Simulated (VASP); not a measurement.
# BAs (F-43m) in VASP: settings compared

Aim: see how the results for BAs move with the level of theory and the settings. Levels: PBE, PBEsol. Tasks: single point.

Program: VASP 6.6.1. These are calculated values, not measurements. Logs are shortened: lines on timing, memory, paths and dates and some standing lists are left out, and cuts for length are marked.

## 1. The cell of the first run

The structure is cubic, space group F-43m (No. 216). The conventional cell has a = 4.777 Å, b = 4.777 Å, c = 4.777 Å, α = 90.00°, β = 90.00°, γ = 90.00°. Within 2.7 Å of As (site symmetry -43m) lie 4 B at 2.07 Å. B (site symmetry -43m) has 4 As at 2.07 Å within 2.7 Å.

## 2. Single point, PBE

INCAR reads:

```
SYSTEM = BAs
PREC = Accurate ; ENCUT = 520
EDIFF = 1E-7 ; ISMEAR = -1
SIGMA = 0.03 ; LREAL = .False.
LASPH = .True. ; NELM = 60
ALGO = Normal ; ISIF = 2
LWAVE = .False. ; LCHARG = .False.
GGA = PE ; NBANDS = 11
```

KPOINTS reads:

```
regular mesh
0
Gamma
  7 7 7
  0 0 0
```

POSCAR reads:

```
BAs
1.0
    0.0000000000      2.3885000000      2.3885000000
    2.3885000000      0.0000000000      2.3885000000
    2.3885000000      2.3885000000      0.0000000000
As B
1 1
Direct
    0.7500000000      0.7500000000      0.7500000000
    0.0000000000      0.0000000000      0.0000000000
```

Potentials or basis: VASP PAW PBE potentials, release 64 (As, B).

The run is started by

```console
> cat potpaw_PBE.64/As/POTCAR potpaw_PBE.64/B/POTCAR > POTCAR
> mpirun -np 1 vasp_std > vasp.out
```

OUTCAR:

```text
SYSTEM = BAs
   PREC = Accurate
   ENCUT = 520
   EDIFF = 1E-7
   ISMEAR = -1
   LREAL = .False.
   LASPH = .True.
   NELM = 60
   ISIF = 2
   GGA = PE

 ion  position               nearest neighbor table
   1  0.750  0.750  0.750-   2 2.07   2 2.07   2 2.07   2 2.07
   2  0.000  0.000  0.000-   1 2.07   1 2.07   1 2.07   1 2.07

  LATTYP: Found a face centered cubic cell.
 ALAT       =     4.7770000000

  Lattice vectors:

 A1 = (   0.0000000000,   2.3885000000,   2.3885000000)
 A2 = (   2.3885000000,   0.0000000000,   2.3885000000)
 A3 = (   2.3885000000,   2.3885000000,   0.0000000000)

Analysis of symmetry for initial positions (statically):
=====================================================================
 Subroutine PRICEL returns:
 Original cell was already a primitive cell.

 Routine SETGRP: Setting up the symmetry group for a
 face centered cubic supercell.

 Subroutine GETGRP returns: Found 24 space group operations
 (whereof 24 operations were pure point group operations)
 out of a pool of 48 trial point group operations.

The static configuration has the point symmetry T_d .

Analysis of symmetry for dynamics (positions and initial velocities):
=====================================================================
 Subroutine PRICEL returns:
 Original cell was already a primitive cell.

 Routine SETGRP: Setting up the symmetry group for a
 face centered cubic supercell.

 Subroutine GETGRP returns: Found 24 space group operations
 (whereof 24 operations were pure point group operations)
 out of a pool of 48 trial point group operations.

The dynamic configuration has the point symmetry T_d .

 Subroutine INISYM returns: Found 24 space group operations
 (whereof 24 operations are pure point group operations),
 and found     1 'primitive' translations

----------------------------------------------------------------------------------------

                                     Primitive cell

  volume of cell :      27.2525

  direct lattice vectors                    reciprocal lattice vectors
     0.000000000  2.388500000  2.388500000    -0.209336404  0.209336404  0.209336404
     2.388500000  0.000000000  2.388500000     0.209336404 -0.209336404  0.209336404
     2.388500000  2.388500000  0.000000000     0.209336404  0.209336404 -0.209336404

  length of vectors
     3.377849094  3.377849094  3.377849094     0.362581287  0.362581287  0.362581287

  position of ions in fractional coordinates (direct lattice)
     0.750000000  0.750000000  0.750000000
     0.000000000  0.000000000  0.000000000

  ion indices of the primitive-cell ions
   primitive index   ion index
                 1           1
                 2           2

----------------------------------------------------------------------------------------

 KPOINTS: regular mesh

Automatic generation of k-mesh.
 Grid dimensions read from file:
 generate k-points for:    7    7    7

 Generating k-lattice:

  Cartesian coordinates                     Fractional coordinates (reciprocal lattice)
    -0.029905201  0.029905201  0.029905201     0.142857143  0.000000000  0.000000000
     0.029905201 -0.029905201  0.029905201     0.000000000  0.142857143  0.000000000
     0.029905201  0.029905201 -0.029905201     0.000000000  0.000000000  0.142857143

  Length of vectors
     0.051797327  0.051797327  0.051797327

  Shift w.r.t. Gamma in fractional coordinates (k-lattice)
     0.000000000  0.000000000  0.000000000

 Subroutine IBZKPT returns following result:
 ===========================================

 Found     20 irreducible k-points:

 Following reciprocal coordinates:
            Coordinates               Weight
  0.000000  0.000000  0.000000      1.000000
  0.142857  0.000000  0.000000      8.000000
  0.285714  0.000000  0.000000      8.000000
  0.428571  0.000000  0.000000      8.000000
  0.142857  0.142857  0.000000      6.000000
  0.285714  0.142857  0.000000     24.000000
[... 12 lines left out ...]
 -0.428571  0.428571  0.142857     24.000000
 -0.285714  0.428571  0.142857     24.000000
   k-points           NKPTS =     20   k-points in BZ     NKDIM =     20   number of bands    NBANDS=     11
   number of dos      NEDOS =    301   number of ions     NIONS =      2
   total plane-waves  NPLWV =  21952
   dimension x,y,z NGX =    28 NGY =   28 NGZ =   28
   dimension x,y,z NGXF=    56 NGYF=   56 NGZF=   56
   ions per type =               1   1
   NGX,Y,Z   is equivalent  to a cutoff of  13.78, 13.78, 13.78 a.u.
   NGXF,Y,Z  is equivalent  to a cutoff of  27.56, 27.56, 27.56 a.u.
 SYSTEM =  BAs
   PREC   = accura    normal or accurate (medium, high low for compatibility)
   ISTART =      0    job   : 0-new  1-cont  2-samecut
   ICHARG =      2    charge: 1-file 2-atom 10-const
   ISPIN  =      1    spin polarized calculation?
   LNONCOLLINEAR =      F non collinear calculations
   LSORBIT =      F    spin-orbit coupling
   LASPH  =      T    aspherical Exc in radial PAW
   ENCUT  =  520.0 eV  38.22 Ry    6.18 a.u.   6.28  6.28  6.28*2*pi/ulx,y,z
   NELM   =     60;   NELMIN=  2; NELMDL= -5     # of ELM steps
   EDIFF  = 0.1E-06   stopping-criterion for ELM
   LREAL  =      F    real-space projection
   EDIFFG = 0.1E-05   stopping-criterion for IOM
   NSW    =      0    number of steps for IOM
   IBRION =     -1    ionic relax: 0-MD 1-quasi-New 2-CG
   NFREE  =      0    steps in history (QN), initial steepest desc. (CG)
   ISIF   =      2    stress and relaxation
   ISYM   =      2    0-nonsym 1-usesym 2-fastsym
   POTIM  = 0.5000    time-step for ionic-motion
   TEBEG  =    0.0;   TEEND  =   0.0 temperature during run
   PSTRESS=    0.0 pullay stress
   NELECT =       8.0000    total number of electrons
   NUPDOWN=      -1.0000    fix difference up-down
   EMIN   =  10.00;   EMAX   =-10.00  energy-range for DOS
   EFERMI =   0.00;   METHOD = LEGACY
   ISMEAR =    -1;   SIGMA  =   0.03  broadening in eV -4-tet -1-fermi 0-gaus
   EFERMI_NEDOS =   21; number of points for ismear=-14 and -15
   IALGO  =     38    algorithm
   IMIX   =      4    mixing-type and parameters
     AMIX     =   0.40;   BMIX     =  1.00
     AMIX_MAG =   1.60;   BMIX_MAG =  1.00
  volume/ion in A,a.u.               =      13.63        91.95
  Fermi-wavevector in a.u.,A,eV,Ry     =   1.088018  2.056057 16.106360  1.183784
  Thomas-Fermi vector in A             =   2.224191
   LORBIT       =      0    0 simple, 1 ext, 2 COOP (PROOUT), +10 PAW based schemes
   GGA     = PE    functional components
   LHFCALC =     F    Hartree Fock is set to
   AEXX    =    0.0000 exact exchange contribution
   IVDW    =     0    specifies the selected vdW correction
   LEPSILON=     F    determine dielectric tensor
   LRPA    =     F    only Hartree local field effects (RPA)
 non-spin polarized calculation
  energy-cutoff  :      520.00
  volume of cell :       27.25
 maximum number of plane-waves:       748
 NGX is ok and might be reduce to    28
   NGX = 13   NGY = 13   NGZ = 13

 number of electron       8.0000000 magnetization

 Free energy of the ion-electron system (eV)
  ---------------------------------------------------
  ext. energy  EPLUGINS =         0.00000000
  ---------------------------------------------------
  free energy    TOTEN  =       -11.39992273 eV

  energy without entropy =      -11.39992273  energy(sigma->0) =      -11.39992273

 E-fermi :   6.7156     XC(G=0): -10.5830

 val. band max:        6.1286219378   @ k =   0.0000   0.0000   0.0000
 cond. band min:       7.3244884087   @ k =   0.4286   0.4286   0.0000
 fundamental gap:      1.1958664709
 Fermi energy:         6.7156375717

 k-point     1 :       0.0000    0.0000    0.0000
  band No.  band energies     occupation
      1      -9.2733      2.00000
      2       6.1286      2.00000
      3       6.1286      2.00000
      4       6.1286      2.00000
      5       9.4041      0.00000
      6       9.4041      0.00000
      7       9.4041      0.00000
      8      10.8156      0.00000
      9      15.7111      0.00000
     10      19.0775      0.00000
     11      19.0775      0.00000

 k-point     2 :       0.1429    0.0000    0.0000
  band No.  band energies     occupation
      1      -8.9396      2.00000
      2       3.7416      2.00000
      3       5.5870      2.00000
      4       5.5870      2.00000
      5       9.4877      0.00000
      6      10.1146      0.00000
      7      10.1146      0.00000
      8      12.3842      0.00000
      9      16.8773      0.00000
     10      17.5826      0.00000
     11      17.5826      0.00000

 k-point     3 :       0.2857    0.0000    0.0000
  band No.  band energies     occupation
      1      -7.9808      2.00000
      2       0.3851      2.00000
      3       4.8066      2.00000
      4       4.8066      2.00000
      5       9.0999      0.00000
      6      10.8922      0.00000
      7      10.8922      0.00000
      8      14.4414      0.00000
      9      17.4457      0.00000
     10      17.5979      0.00000
     11      17.5979      0.00000

 k-point     4 :       0.4286    0.0000    0.0000
  band No.  band energies     occupation
      1      -6.7030      2.00000
      2      -2.1938      2.00000
      3       4.3634      2.00000
      4       4.3634      2.00000
      5       8.8522      0.00000
      6      10.9306      0.00000
      7      10.9306      0.00000
      8      14.9988      0.00000
      9      18.4659      0.00000
     10      19.7957      0.00000
     11      19.7957      0.00000
[... 183 lines left out ...]
 k-point    18 :      -0.4286    0.2857    0.1429
  band No.  band energies     occupation
      1      -5.9448      2.00000
      2      -1.6555      2.00000
      3       1.1958      2.00000
      4       2.8464      2.00000
      5      10.1863      0.00000
      6      11.1902      0.00000
      7      13.1231      0.00000
      8      14.9787      0.00000
      9      16.9096      0.00000
     10      19.9170      0.00000
     11      22.0363      0.00000

 k-point    19 :      -0.4286    0.4286    0.1429
  band No.  band energies     occupation
      1      -5.4359      2.00000
      2      -1.6816      2.00000
      3       1.1498      2.00000
      4       1.6770      2.00000
      5       9.2730      0.00000
      6       9.8829      0.00000
      7      14.2145      0.00000
      8      16.4285      0.00000
      9      18.0537      0.00000
     10      21.3039      0.00000
     11      22.6475      0.00000

 k-point    20 :      -0.2857    0.4286    0.1429
  band No.  band energies     occupation
      1      -5.1021      2.00000
      2      -1.8856      2.00000
      3       0.2511      2.00000
      4       1.8209      2.00000
      5       9.9671      0.00000
      6      12.4512      0.00000
      7      13.4023      0.00000
      8      14.1919      0.00000
      9      17.5523      0.00000
     10      20.4251      0.00000
     11      22.6003      0.00000

------------------------ aborting loop because EDIFF is reached ----------------------------------------

  FORCE on cell =-STRESS in cart. coord.  units (eV):
  Direction    XX          YY          ZZ          XY          YZ          ZX
  --------------------------------------------------------------------------------------
  -------------------------------------------------------------------------------------
  Total        0.5847751      0.5847751      0.5847751     -0.0000000      0.0000000     -0.0000000
  in kB       34.3790359     34.3790359     34.3790359     -0.0000000      0.0000000     -0.0000000
  external PRESSURE =      34.3790359 kB  Pullay stress =       0.0000000 kB

 VOLUME and BASIS-vectors are now :
 -----------------------------------------------------------------------------
  energy-cutoff  :      520.00
  volume of cell :       27.25
      direct lattice vectors                 reciprocal lattice vectors
     0.000000000  2.388500000  2.388500000    -0.209336404  0.209336404  0.209336404
     2.388500000  0.000000000  2.388500000     0.209336404 -0.209336404  0.209336404
     2.388500000  2.388500000  0.000000000     0.209336404  0.209336404 -0.209336404

 POSITION                                       TOTAL-FORCE (eV/Angst)
 -----------------------------------------------------------------------------------
      3.58275      3.58275      3.58275         0.000000      0.000000      0.000000
      0.00000      0.00000      0.00000        -0.000000     -0.000000     -0.000000
 -----------------------------------------------------------------------------------
    total drift:                                0.000000      0.000000      0.000000

  FREE ENERGIE OF THE ION-ELECTRON SYSTEM (eV)
  ---------------------------------------------------
  free  energy   TOTEN  =       -11.3999227338 eV

  energy  without entropy=      -11.3999227338  energy(sigma->0) =      -11.39992273
```

Run time: 5.2 s. Hardware: 1 thread of Intel Xeon Platinum 8488C (Sapphire Rapids), shared host; peak memory 0.15 GiB.

What came out:

```
Free energy            : -11.3999 eV
Pressure               : 3.4 GPa
Band gap on the k mesh : 1.20 eV, indirect (least direct gap 3.28 eV)
```

Levels at points of the mesh, in eV from the valence-band top:
```
           k point  band 1  band 2  band 3  band 4  band 5  band 6  band 7  band 8
(0.00, 0.00, 0.00)  -15.40    0.00    0.00    0.00    3.28    3.28    3.28    4.69
```

## 3. Single point, PBEsol (volume scaled by 0.94)

INCAR reads:

```
SYSTEM = BAs
PREC = Accurate
ENCUT = 520
EDIFF = 1E-7
ISMEAR = -1
SIGMA = 0.05
LREAL = .FALSE.
LASPH = .TRUE.
NELM = 60
ALGO = Normal
ISIF = 2
LWAVE = .FALSE.
LCHARG = .FALSE.
GGA = PS
NBANDS = 11
```

KPOINTS reads:

```
regular mesh
0
G
  10 10 10
  0 0 0
```

POSCAR reads:

```
BAs
1.0
    0.0000000000      2.3397414207      2.3397414207
    2.3397414207      0.0000000000      2.3397414207
    2.3397414207      2.3397414207      0.0000000000
As B
1 1
Direct
    0.7500000000      0.7500000000      0.7500000000
    0.0000000000      0.0000000000      0.0000000000
```

Potentials or basis: VASP PAW PBE potentials, release 64 (As, B).

The run is started by

```console
> cat potpaw_PBE.64/As/POTCAR potpaw_PBE.64/B/POTCAR > POTCAR
> mpirun -np 1 vasp_std > vasp.out
```

Run time: 22 s. Hardware: 1 thread of Intel Xeon Platinum 8259CL at 2.50GHz (Skylake/Cascade Lake), shared host; peak memory 0.16 GiB.

Results (log left out):

```
Free energy            : -12.1549 eV
Pressure               : 10.0 GPa
Band gap on the k mesh : 1.01 eV, indirect (least direct gap 3.32 eV)
```

Levels at points of the mesh, in eV from the valence-band top:
```csv
k point,band 2,band 3,band 4,band 5,band 6,band 7
"(0.00, 0.00, 0.00)",0.00,0.00,0.00,3.32,3.32,3.32
"(0.50, 0.00, 0.00)",-9.30,-1.94,-1.94,3.03,4.80,4.80
"(0.50, 0.50, 0.00)",-8.89,-4.37,-4.37,1.25,1.26,11.94
```

Caveat: the PAW data sets were made with another functional, which shifts forces and pressure a little. A k mesh can miss the band edges.

## 4. Single point, PBEsol (volume scaled by 0.96)

INCAR reads:

```
SYSTEM = BAs
PREC = Accurate ; ENCUT = 520
EDIFF = 1E-7 ; ISMEAR = -1
SIGMA = 0.05 ; LREAL = .FALSE.
LASPH = .TRUE. ; NELM = 100
ALGO = Normal ; ISIF = 2
LWAVE = .FALSE. ; LCHARG = .TRUE.
GGA = PS ; LELF = .TRUE.
LVHAR = .TRUE. ; NBANDS = 11
```

KPOINTS is that of step 3.

POSCAR reads:

```
BAs
1.0
    0.0000000000      2.3562190158      2.3562190158
    2.3562190158      0.0000000000      2.3562190158
    2.3562190158      2.3562190158      0.0000000000
As B
1 1
Direct
    0.7500000000      0.7500000000      0.7500000000
    0.0000000000      0.0000000000      0.0000000000
```

The run is started by

```console
> cat potpaw_PBE.64/As/POTCAR potpaw_PBE.64/B/POTCAR > POTCAR
> mpirun -np 1 vasp_std > vasp.out
```

Wall time 27 s (1 thread of Intel Xeon Platinum 8259CL at 2.50GHz (Skylake/Cascade Lake), shared host); peak memory 0.16 GiB.

The run converged. Its results:

| Item | Value |
| --- | --- |
| Free energy | -12.1826 eV |
| Pressure | 6.3 GPa |
| Band gap on the k mesh | 1.03 eV, indirect (least direct gap 3.29 eV) |

Levels at points of the mesh, in eV from the valence-band top:
| k point | band 1 | band 2 | band 3 | band 4 | band 5 | band 6 | band 7 | band 8 | band 9 |
| --- | --- | --- | --- | --- | --- | --- | --- | --- | --- |
| (0.00, 0.00, 0.00) | -15.82 | 0.00 | 0.00 | 0.00 | 3.29 | 3.29 | 3.29 | 5.21 | 9.55 |
| (0.50, 0.00, 0.00) | -12.78 | -9.14 | -1.90 | -1.90 | 2.90 | 4.77 | 4.77 | 8.78 | 12.87 |
| (0.50, 0.50, 0.00) | -11.41 | -8.77 | -4.28 | -4.28 | 1.27 | 1.29 | 11.74 | 11.74 | 13.15 |

Caveat: the PAW data sets were made with another functional, which shifts forces and pressure a little.

## 5. Summary

```tsv
level	cell	k mesh	smearing	gap on the mesh (eV)	pressure (GPa)
PBE	a = 3.378 Å, angles 60.0°, 2 atoms	7 × 7 × 7	fermi-dirac 0.03 eV	1.20	3.4
PBEsol	a = 3.309 Å, angles 60.0°, 2 atoms	10 × 10 × 10	fermi-dirac 0.05 eV	1.01	10.0
PBEsol	a = 3.332 Å, angles 60.0°, 2 atoms	10 × 10 × 10	fermi-dirac 0.05 eV	1.03	6.3
```

Alike in all rows: task single point; potentials or basis VASP PAW PBE potentials, release 64 (As, B); no spin polarisation; cutoff (eV) 520.

Caveats: the PAW data sets were made with another functional, which shifts forces and pressure a little (some runs).

Total energies depend on the potentials used, so only differences within one code and one set of settings carry meaning.
